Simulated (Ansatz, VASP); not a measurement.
Two plane-wave programs on TiC

```
CELL_PARAMETERS angstrom
2.16392 2.16392 0.00000
-2.16392 2.16392 0.00000
0.00000 2.16392 2.16392
ATOMIC_POSITIONS crystal
Ti 0.00000 0.00000 0.00000
C 0.50000 0.50000 0.00000
```

Alike in both runs: functional r2SCAN; k mesh 14 × 14 × 14; occupations fermi-dirac, width 0.1 eV; no spin polarisation.

Ansatz relaxed the structure, and its values are those at the end. VASP's run is a single point on that final structure, the one shown.

|  | VASP | Ansatz |
| --- | --- | --- |
| version | VASP 6.6.1 | Ansatz 0.2.0 |
| potentials or method | VASP PAW PBE potentials, release 64 (Ti_sv, C) | PAW with Ansatz's default frozen-core files, scalar-relativistic |
| plane-wave cutoff (eV) | 660 | 500 |
| valence electrons in the cell | 16 | 16 |

Ansatz gave:

```
pressure (GPa) : 0.0
```

Q: Estimate VASP's values.

A: Pressure (GPa): 0.7.

VASP's potentials were made for PBE, not for r2SCAN.
